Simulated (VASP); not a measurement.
A run of VASP 6.6.1:

File INCAR:

```
SYSTEM = V
PREC = Accurate ; ENCUT = 500
EDIFF = 1E-6 ; ISMEAR = 0
SIGMA = 0.1 ; LREAL = .False.
LASPH = .True. ; NELM = 200
ALGO = Normal ; ISIF = 2
LWAVE = .False. ; LCHARG = .False.
ISPIN = 2 ; MAGMOM = 0.51
LORBIT = 11 ; LMAXMIX = 4
GGA = PE ; NBANDS = 16
GGA_COMPAT = .False.
```

Contents of KPOINTS:

```
Automatic mesh
0
Gamma
  6 6 6
  0.5 0.5 0.5
```

Contents of POSCAR:

```
V
1.0
   -1.5130000000      1.5130000000      1.5130000000
    1.5130000000     -1.5130000000      1.5130000000
    1.5130000000      1.5130000000     -1.5130000000
V
1
Direct
    0.0000000000      0.0000000000      0.0000000000
```

Potentials or basis: VASP PAW PBE potentials, release 64 (V_sv).

Launch:

```console
$ cat potpaw_PBE.64/V_sv/POTCAR > POTCAR
$ mpirun -np 1 vasp_std > vasp.out
```

Hardware: 1 thread of AMD EPYC 7R13, on a shared host.

Question: Estimate the wall time of this run.

Answer: Run time: 14 s on 1 thread of AMD EPYC 7R13, with other jobs on the host, peak memory 0.1 GiB. Counts: scf iterations 12, k points 14.
